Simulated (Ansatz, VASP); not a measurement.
# Two plane-wave programs on Sc3B2N

```
CELL_PARAMETERS angstrom
5.31511 0.00000 0.00000
-2.65756 4.60302 0.00000
0.00000 0.00000 7.28095
ATOMIC_POSITIONS crystal
Sc 0.33333 0.66667 0.00000
Sc 0.66667 0.33333 0.00000
Sc 0.00000 0.00000 0.00000
B 0.00000 0.00000 0.68181
B 0.00000 0.00000 0.31819
N 0.00000 0.00000 0.50000
```

Alike in both runs: functional PBE; k mesh 6 × 6 × 2; occupations gaussian, width 0.1 eV; collinear spin.

Ansatz relaxed the structure, and its values are those at the end. VASP's run is a single point on that final structure, the one shown.

|  | VASP | Ansatz |
| --- | --- | --- |
| version | VASP 6.6.1 | Ansatz 0.2.0 |
| potentials or method | VASP PAW PBE potentials, release 64 (Sc_sv, B, N), cutoff 520 eV | scalar-relativistic, plane waves, PAW |
| valence electrons in the cell | 44 | 44 |

Ansatz gave:

| Quantity | Value |
| --- | --- |
| gap on the k mesh at the Fermi level (eV) | none |
| pressure (GPa) | 0.0 |
| rms of the force components (eV/Å) | 0.000 |
| net moment per atom (μB) | 0.00 |

Problem. What did VASP give for the same quantities?

Solution. gap on the k mesh at the Fermi level (eV): none; pressure (GPa): 0.0; rms of the force components (eV/Å): 0.005; net moment per atom (μB): 0.00.

A gap of «none» marks a metal or a gap that the smearing closes. The functional is the same, so the differences come from potentials, cutoffs and numerics. Ansatz's warnings: seeded moment not kept.

The k mesh is coarse, so the values compare programs but aren't converged.
